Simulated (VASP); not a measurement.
Wanted: the native input for a VASP 6.6.1 run.

```
Task                   : single point
Functional             : PBE
Potentials or basis    : VASP PAW PBE potentials, release 64 (Zn, S)
Cutoff                 : 520 eV
k mesh                 : 8 × 4 × 4
Occupations            : tetrahedron
Spin                   : no spin polarisation
Dipole correction      : no
Further INCAR settings : ALGO = Normal; EDIFF = 1e-07; NBANDS = 46
```

The structure of ZnS lies in POSCAR:

```
ZnS
1.0
   -3.8454929876      0.0000000000      0.0000000000
    0.0000000000      0.0000000000     -6.3053333116
    0.0000000000     -6.6605892347      0.0000000000
Zn S
4 4
Direct
    0.5000000000      0.9947802896      0.1554064017
    0.0000000000      0.9947802896      0.6554064017
    0.0000000000      0.4947802896      0.3445935983
    0.5000000000      0.4947802896      0.8445935983
    0.5000000000      0.6202196276      0.1757633347
    0.0000000000      0.6202196276      0.6757633347
    0.0000000000      0.1202196276      0.3242366653
    0.5000000000      0.1202196276      0.8242366653
```

The input as run:

INCAR

```
SYSTEM = ZnS
PREC     = Accurate       ! precision mode
ENCUT    = 520            ! plane-wave cutoff, eV
EDIFF    = 1E-7           ! SCF threshold, eV
ISMEAR   = -5             ! smearing method
SIGMA    = 0.05           ! smearing width, eV
LREAL    = .FALSE.        ! projectors in reciprocal space
LASPH    = .TRUE.         ! aspherical terms in the spheres
NELM     = 80             ! most SCF steps
ALGO     = Normal         ! electronic algorithm
ISIF     = 2              ! what is computed and relaxed
LWAVE    = .FALSE.        ! write WAVECAR
LCHARG   = .FALSE.        ! write CHGCAR
GGA      = PE             ! functional
NBANDS   = 46             ! bands
```

KPOINTS

```
regular mesh
0
G
  8 4 4
  0 0 0
```

Potentials or basis: VASP PAW PBE potentials, release 64 (Zn, S).

Command:

```bash
$ cat potpaw_PBE.64/Zn/POTCAR potpaw_PBE.64/S/POTCAR > POTCAR
$ mpirun -np 1 vasp_std > vasp.out
```

It gave:

* Pressure: 0.1 GPa
* Largest force: 0.094 eV/Å
* Band gap on the k mesh: 2.05 eV

It took 7.8 min on 1 thread of Intel Xeon 8259CL (shared host), peak memory 0.42 GiB.
